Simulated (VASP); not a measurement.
# Al2Cu (Pmm2) in VASP: a series of runs, part 2 of 2

VASP 6.6.1.

**4. Single point, PBEsol (atoms displaced along a vibrational mode)**

The input, INCAR:

```
SYSTEM = Al2Cu
PREC = Accurate
ENCUT = 520
EDIFF = 1E-6
ISMEAR = 0
SIGMA = 0.15
LREAL = .FALSE.
LASPH = .TRUE.
NELM = 80
ALGO = Fast
ISIF = 2
LWAVE = .FALSE.
LCHARG = .FALSE.
GGA = PS
NBANDS = 26
```

The input, KPOINTS:

```
regular mesh
0
G
  12 10 10
  0 0 0
```

The input, POSCAR:

```
Al2Cu
1.0
    4.0841721965      0.0000000000      0.0000000000
    0.0000000000      4.0841721965      2.8463947513
    0.0000000000     -4.0841721965      2.8463947513
Al Cu
4 2
Direct
    0.5000000000      0.7528955437      0.7471044563
    0.5000000000      0.2528955437      0.2471044563
    0.0000000000      0.4877576171      0.0122423829
    0.0000000000     -0.0122423829      0.5122423829
    0.0000000000      0.0039686542      0.9960313458
    0.0000000000      0.5039686542      0.4960313458
```

Potentials or basis: VASP PAW PBE potentials, release 64 (Al, Cu).

Run with:

```console
$ cat potpaw_PBE.64/Al/POTCAR potpaw_PBE.64/Cu/POTCAR > POTCAR
$ mpirun -np 1 vasp_std > vasp.out
```

OUTCAR:

```text
SYSTEM = Al2Cu
   PREC = Accurate
   ENCUT = 520
   EDIFF = 1E-6
   ISMEAR = 0
   LREAL = .FALSE.
   LASPH = .TRUE.
   NELM = 80
   ISIF = 2
   GGA = PS

 ion  position               nearest neighbor table
   1  0.500  0.753  0.747-   5 2.49   6 2.49   5 2.49   6 2.49   4 2.80   4 2.80   2 2.85   2 2.85
                             3 2.98   3 2.98
   2  0.500  0.253  0.247-   5 2.49   6 2.49   5 2.49   6 2.49   3 2.80   3 2.80   1 2.85   1 2.85
                             4 2.98   4 2.98
   3  0.000  0.488  0.012-   5 2.38   6 2.38   5 2.60   6 2.60   2 2.80   2 2.80   4 2.85   4 2.85
                             1 2.98   1 2.98
   4  0.000  0.988  0.512-   5 2.38   6 2.38   6 2.60   5 2.60   1 2.80   1 2.80   3 2.85   3 2.85
                             2 2.98   2 2.98
   5  0.000  0.004  0.996-   3 2.38   4 2.38   1 2.49   2 2.49   1 2.49   2 2.49   4 2.60   3 2.60

   6  0.000  0.504  0.496-   3 2.38   4 2.38   1 2.49   2 2.49   1 2.49   2 2.49   3 2.60   4 2.60

  LATTYP: Found a base centered orthorhombic cell.
 ALAT       =     5.6927895026
 B/A-ratio  =     1.4348579706
 C/A-ratio  =     0.7174289853

  Lattice vectors:

 A1 = (   0.0000000000,   4.0841721965,   2.8463947513)
[... 207 lines left out ...]
 Fermi energy:         7.3226022657

 k-point     1 :       0.0000    0.0000    0.0000
  band No.  band energies     occupation
      1      -3.3909      2.00000
      2       1.2808      2.00000
      3       1.7649      2.00000
      4       2.0530      2.00000
      5       2.2003      2.00000
      6       2.2428      2.00000
[... 685 lines left out ...]
     25      12.5207      0.00000
     26      14.3311      0.00000

 [... further k-points ...]

------------------------ aborting loop because EDIFF is reached ----------------------------------------

  FORCE on cell =-STRESS in cart. coord.  units (eV):
  Direction    XX          YY          ZZ          XY          YZ          ZX
  --------------------------------------------------------------------------------------
  -------------------------------------------------------------------------------------
  Total        0.7419209      0.9548486      0.6020135      0.0000000      0.0000000      0.0000000
  in kB       12.5180005     16.1106055     10.1574250      0.0000000      0.0000000      0.0000000
  external PRESSURE =      12.9286770 kB  Pullay stress =       0.0000000 kB

 VOLUME and BASIS-vectors are now :
 -----------------------------------------------------------------------------
  energy-cutoff  :      520.00
  volume of cell :       94.96
      direct lattice vectors                 reciprocal lattice vectors
     4.084172196  0.000000000  0.000000000     0.244847659  0.000000000  0.000000000
     0.000000000  4.084172196  2.846394751     0.000000000  0.122423829  0.175660807
     0.000000000 -4.084172196  2.846394751     0.000000000 -0.122423829  0.175660807

 POSITION                                       TOTAL-FORCE (eV/Angst)
 -----------------------------------------------------------------------------------
      2.04209      0.02365      4.26959        -0.000000     -0.298125      0.000000
      2.04209      0.02365      1.42320        -0.000000     -0.298125      0.000000
      0.00000      1.94209      1.42320         0.000000      1.274329      0.000000
      0.00000      1.94209      4.26959        -0.000000      1.274329      0.000000
      0.00000     -4.05175      2.84639        -0.000000     -0.976204      0.000000
      0.00000      0.03242      2.84639        -0.000000     -0.976204      0.000000
 -----------------------------------------------------------------------------------
    total drift:                               -0.000000      0.001166     -0.000000

  FREE ENERGIE OF THE ION-ELECTRON SYSTEM (eV)
  ---------------------------------------------------
  free  energy   TOTEN  =       -24.9781800445 eV

  energy  without entropy=      -24.9588569650  energy(sigma->0) =      -24.96851850
```

stdout:

```text
POSCAR found type information on POSCAR AlCu
 POSCAR found :  2 types and       6 ions
 scaLAPACK will be used
 -----------------------------------------------------------------------------
|                                                                             |
|                                                                             |
|     You enforced a specific xc type in the INCAR file but a different       |
|     I HOPE YOU KNOW WHAT YOU ARE DOING!                                     |
|                                                                             |
 -----------------------------------------------------------------------------

 LDA part: xc-table for (Slater+PW92), standard interpolation
 POSCAR, INCAR and KPOINTS ok, starting setup
 FFT: planning ... GRIDC
 FFT: planning ... GRID_SOFT
 FFT: planning ... GRID
 WAVECAR not read
 entering main loop
```

It took 6 min on 1 thread of AMD EPYC 9R45 (Zen 5), shared host; peak memory 0.51 GiB.

Results:

- Free energy: -24.9782 eV
- Pressure: 1.3 GPa
- Largest force: 1.274 eV/Å
- Band gap on the k mesh: zero (bands 17 and 18 overlap by 3.32 eV)

Forces on the atoms (eV/Å):
```
Al   0.000 -0.298  0.000
Al   0.000 -0.298  0.000
Al   0.000  1.274  0.000
Al   0.000  1.274  0.000
Cu   0.000 -0.976  0.000
Cu   0.000 -0.976  0.000
```

Caveat: the cell differs from its parent crystal (atoms displaced along a vibrational mode); the PAW data sets were made with another functional, which shifts forces and pressure a little.

**5. Overview**

| cell | further INCAR settings | gap on the mesh (eV) | pressure (GPa) | largest force (eV/Å) |
| --- | --- | --- | --- | --- |
| as given, atomic positions A | ALGO = Fast; EDIFF = 1e-06; NBANDS = 26 | none | 3.7 | 2.69 |
| as given, atomic positions B | ALGO = Fast; EDIFF = 1e-07; NBANDS = 26 | none | 2.3 | 1.96 |
| as given, atomic positions C | ALGO = Fast; EDIFF = 1e-06; NBANDS = 26 | none | 1.3 | 1.27 |

Alike in all rows: task single point; level PBEsol; potentials or basis VASP PAW PBE potentials, release 64 (Al, Cu); no spin polarisation; k mesh 12 × 10 × 10; cutoff (eV) 520; smearing gaussian 0.15 eV.

Caveats: the PAW data sets were made with another functional, which shifts forces and pressure a little; the cell stands under pressure (at least some runs).

Absolute energies hang on the potentials; compare differences alone.
